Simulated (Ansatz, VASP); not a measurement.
Given: the input of a run of Ansatz 0.2.0 on BN.

The input input.yaml:

```yaml
crystal:
  lattice:
    - [0.0, 3.5184642916, 2.1804366332]
    - [1.2599212959, 0.0, 2.1804366332]
    - [1.2599212959, 3.5184642916, 0.0]
  atoms:
    - { symbol: "N", position: [0.66665134, 0.66665134, 0.33334866] }
    - { symbol: B, position: [4.865e-05, 4.865e-05, 0.99995135] }
hamiltonian:
  xc: pbesol
  pseudopotentials: { kind: paw }
kpoints:
  mp_grid: { grid: [13, 13, 13] }
scf:
  occupations: { method: fermi_dirac, width: 0.05 }
output:
  forces: true
  stress: true
  eigenvalues: true
```

Potentials or basis: Ansatz PAW.

Launch:

```console
$ ansatz run input.yaml --threads 2 --pin off --max-ram 5632MiB --backend cpu --events-out ev --progress --plain --runs-dir out
```

Task: Set up the same calculation for VASP 6.6.1. Potentials there: VASP PAW PBE potentials, release 64 (N, B).

Result: As run (the cutoff follows the program's own potentials):

Contents of INCAR:

```
SYSTEM = BN
ALGO     = Normal         ! electronic algorithm
EDIFF    = 1E-6           ! SCF threshold, eV
ENCUT    = 520            ! plane-wave cutoff, eV
GGA      = PS             ! functional
ISIF     = 2              ! what is computed and relaxed
ISMEAR   = -1             ! smearing method
LASPH    = .TRUE.         ! aspherical terms in the spheres
LCHARG   = .FALSE.        ! write CHGCAR
LREAL    = .FALSE.        ! projectors in reciprocal space
LWAVE    = .FALSE.        ! write WAVECAR
NBANDS   = 11             ! bands
NELM     = 80             ! most SCF steps
PREC     = Accurate       ! precision mode
SIGMA    = 0.05           ! smearing width, eV
```

File KPOINTS:

```
k-points
0
G
  13 13 13
  0 0 0
```

Contents of POSCAR:

```
BN
1.0
    0.0000000000      3.5184642916      2.1804366332
    1.2599212959      0.0000000000      2.1804366332
    1.2599212959      3.5184642916      0.0000000000
N B
1 1
Direct
    0.6666513400      0.6666513400      0.3333486600
    0.0000486500      0.0000486500      0.9999513500
```

Potentials or basis: VASP PAW PBE potentials, release 64 (N, B).

Command:

```console
$ cat potpaw_PBE.64/N/POTCAR potpaw_PBE.64/B/POTCAR > POTCAR
$ mpirun -np 1 vasp_std > vasp.out
```

Both were run:

|  | VASP | Ansatz | Ansatz less VASP |
| --- | --- | --- | --- |
| gap on the k mesh at the Fermi level (eV) | 3.78 | 3.79 | +0.010 |
| least direct gap on the mesh (eV) | 4.54 | 4.55 | +0.007 |
| pressure (GPa) | -3.6 | -3.9 | -0.27 |
| traceless stress, the component that is largest in VASP (GPa) | 3.59 | 4.00 | +0.410 |
| rms of the force components (eV/Å) | 0.005 | 0.005 | -0.0001 |

VASP's potentials were made for PBE, not for PBEsol. Atom by atom the forces differ by 0.000 eV/Å (rms over components).

Noted on Ansatz's run: odd divisions of the mesh miss points on the zone boundary, where band edges often lie, so the gap on the mesh can be too wide.
